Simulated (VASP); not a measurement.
# KTaO3 (P4/mmm) in VASP: notebook, part 2 of 2

VASP 6.6.1. The steps go on from the part before.

## (3) Single point, PBE

This run uses another cell than the first one, of the same volume but with other edges.

File INCAR:

```
ALGO = Normal
EDIFF = 1E-7
ENCUT = 520
GGA = PE
ISIF = 2
ISMEAR = 0
LASPH = T
LCHARG = F
LREAL = F
LWAVE = F
NBANDS = 27
NELM = 100
PREC = Accurate
SIGMA = 0.05
```

File KPOINTS:

```
k-points
0
Gamma
  8 8 8
```

File POSCAR:

```
KTaO3
1.0
    3.6543210625      0.0000000000      0.0000000000
    0.0000000000      3.6543210625      0.0000000000
    0.0000000000      0.0000000000      4.7506173812
K Ta O
1 1 3
Direct
    0.5000000000      0.5000000000      0.5000000000
    0.0000000000      0.0000000000      0.0000000000
    0.5000000000      0.0000000000      0.0000000000
    0.0000000000      0.5000000000      0.0000000000
    0.0000000000      0.0000000000      0.5000000000
```

Potentials or basis: VASP PAW PBE potentials, release 64 (K_sv, Ta_pv, O).

Run with:

```sh
> cat potpaw_PBE.64/K_sv/POTCAR potpaw_PBE.64/Ta_pv/POTCAR potpaw_PBE.64/O/POTCAR > POTCAR
> mpirun -np 1 vasp_std > vasp.out
```

Run time: 94 s. Hardware: 1 thread of AMD EPYC 7R13, shared host; peak memory 0.23 GiB.

It converged, with:

| Property | Result |
| --- | --- |
| Free energy | -37.9982 eV |
| Pressure | 31.1 GPa |
| Band gap on the k mesh | 1.52 eV (least direct gap 1.58 eV) |

Stress tensor (GPa, compression positive):
```
 59.48   0.00   0.00
  0.00  59.48   0.00
  0.00   0.00 -25.72
```

Levels at points of the mesh, in eV from the valence-band top:
```
           k point  band 15  band 16  band 17  band 18  band 19  band 20  band 21  band 22  band 23  band 24
(0.00, 0.00, 0.00)    -1.57    -1.57    -0.96    -0.06    -0.06     1.52     1.52     1.76     2.76     7.32
(0.50, 0.00, 0.00)    -3.32    -2.03    -1.22    -1.13    -0.60     1.77     3.39     5.69     5.73     8.50
(0.50, 0.50, 0.00)    -4.96    -1.52    -0.87    -0.34    -0.34     3.79     5.73     5.73     7.71    10.18
(0.00, 0.00, 0.50)    -2.72    -1.55    -1.55    -0.75    -0.75     1.79     2.77     2.77     6.77     8.00
(0.50, 0.00, 0.50)    -3.10    -3.05    -1.94    -1.29    -0.62     2.85     5.73     5.97     6.91     9.21
(0.50, 0.50, 0.50)    -4.83    -3.41    -0.86     0.00     0.00     6.12     6.12     7.52     7.52     7.64
```

Caveat: the stress differs along the axes, from -26 to 59 GPa; spin-orbit coupling is left out, which moves the levels of the heavy elements. A k mesh can miss the band edges.

## (4) Single point, PBE

This run uses another cell than the first one, of the same volume but with other edges.

File INCAR:

```
PREC = Accurate
ENCUT = 520
EDIFF = 1E-6
ISMEAR = 0
SIGMA = 0.05
LREAL = False
LASPH = True
NELM = 100
ALGO = Normal
ISIF = 2
LWAVE = False
LCHARG = False
GGA = PE
NBANDS = 27
```

File KPOINTS:

```
Automatic mesh
0
Gamma
  8 8 8
```

Changes to POSCAR since step 3:

```diff
@@ -2,5 +2,5 @@
 1.0
-    3.6543210625      0.0000000000      0.0000000000
-    0.0000000000      3.6543210625      0.0000000000
-    0.0000000000      0.0000000000      4.7506173812
+    4.1007051413      0.0000000000      0.0000000000
+    0.0000000000      4.1007051413      0.0000000000
+    0.0000000000      0.0000000000      3.7726487300
 K Ta O
```

Potentials or basis: VASP PAW PBE potentials, release 64 (K_sv, Ta_pv, O).

Run with:

```sh
> cat potpaw_PBE.64/K_sv/POTCAR potpaw_PBE.64/Ta_pv/POTCAR potpaw_PBE.64/O/POTCAR > POTCAR
> mpirun -np 1 vasp_std > vasp.out
```

OUTCAR:

```text
PREC = Accurate
   ENCUT = 520
   EDIFF = 1E-6
   ISMEAR = 0
   LREAL = False
   LASPH = True
   NELM = 100
   ISIF = 2
   GGA = PE

 ion  position               nearest neighbor table
   1  0.500  0.500  0.500-   3 2.79   4 2.79   3 2.79   4 2.79   3 2.79   3 2.79   4 2.79   4 2.79
                             2 3.46   2 3.46   2 3.46   2 3.46   2 3.46   2 3.46   2 3.46   2 3.46
   2  0.000  0.000  0.000-   5 1.89   5 1.89   3 2.05   4 2.05   4 2.05   3 2.05   1 3.46   1 3.46
                             1 3.46   1 3.46   1 3.46   1 3.46   1 3.46   1 3.46
   3  0.500  0.000  0.000-   2 2.05   2 2.05   1 2.79   1 2.79   1 2.79   1 2.79
   4  0.000  0.500  0.000-   2 2.05   2 2.05   1 2.79   1 2.79   1 2.79   1 2.79
[... 927 lines left out ...]
  Total       -1.3030310     -1.3030310     13.1954070      0.0000000     -0.0000000      0.0000000
  in kB      -32.9080285    -32.9080285    333.2498155      0.0000000     -0.0000000      0.0000000
  external PRESSURE =      89.1445862 kB  Pullay stress =       0.0000000 kB

 VOLUME and BASIS-vectors are now :
 -----------------------------------------------------------------------------
  energy-cutoff  :      520.00
  volume of cell :       63.44
      direct lattice vectors                 reciprocal lattice vectors
     4.100705141  0.000000000  0.000000000     0.243860499  0.000000000  0.000000000
     0.000000000  4.100705141  0.000000000     0.000000000  0.243860499  0.000000000
     0.000000000  0.000000000  3.772648730     0.000000000  0.000000000  0.265065759

 POSITION                                       TOTAL-FORCE (eV/Angst)
 -----------------------------------------------------------------------------------
      2.05035      2.05035      1.88632         0.000000      0.000000      0.000000
      0.00000      0.00000      0.00000         0.000000      0.000000      0.000000
      2.05035      0.00000      0.00000         0.000000      0.000000      0.000000
      0.00000      2.05035      0.00000         0.000000      0.000000      0.000000
      0.00000      0.00000      1.88632         0.000000      0.000000      0.000000
 -----------------------------------------------------------------------------------
    total drift:                                0.000000     -0.000000      0.000000

  FREE ENERGIE OF THE ION-ELECTRON SYSTEM (eV)
  ---------------------------------------------------
  free  energy   TOTEN  =       -40.6447272197 eV

  energy  without entropy=      -40.6447272197  energy(sigma->0) =      -40.64472722
```

stdout:

```text
POSCAR found type information on POSCAR K TaO
 POSCAR found :  3 types and       5 ions
 scaLAPACK will be used
 LDA part: xc-table for (Slater+PW92), standard interpolation
 POSCAR, INCAR and KPOINTS ok, starting setup
 FFT: planning ... GRIDC
 FFT: planning ... GRID_SOFT
 FFT: planning ... GRID
 WAVECAR not read
 entering main loop
```

It took 88 s on 1 thread of AMD EPYC 7R13, shared host; peak memory 0.22 GiB.

Results:

| Property | Result |
| --- | --- |
| Free energy | -40.6447 eV |
| Pressure | 8.9 GPa |
| Band gap on the k mesh | 2.01 eV (least direct gap 2.58 eV) |

Stress tensor (GPa, compression positive):
```
-3.29  0.00  0.00
 0.00 -3.29  0.00
 0.00  0.00 33.32
```

Caveat: the stress differs along the axes, from -3 to 33 GPa; spin-orbit coupling is left out, which moves the levels of the heavy elements. A k mesh can miss the band edges.

## (5) The runs side by side

```tsv
cell	gap on the mesh (eV)	pressure (GPa)
a = 4.333, b = 4.333, c = 3.379 Å, 5 atoms	1.64	33.2
a = 3.654, b = 3.654, c = 4.751 Å, 5 atoms	1.52	31.1
a = 4.101, b = 4.101, c = 3.773 Å, 5 atoms	2.01	8.9
```

Alike in all rows: task single point; level PBE; potentials or basis VASP PAW PBE potentials, release 64 (K_sv, Ta_pv, O); no spin polarisation; k mesh 8 × 8 × 8; cutoff (eV) 520; smearing gaussian 0.05 eV.

Caveats: spin-orbit coupling is left out, which moves the levels of the heavy elements; the stress differs along the axes, from -17 to 133 GPa (at least some runs); the stress differs along the axes, from -26 to 59 GPa (at least some runs); the stress differs along the axes, from -3 to 33 GPa (at least some runs).

Total energies depend on the potentials used, so only differences within one code and one set of settings carry meaning.
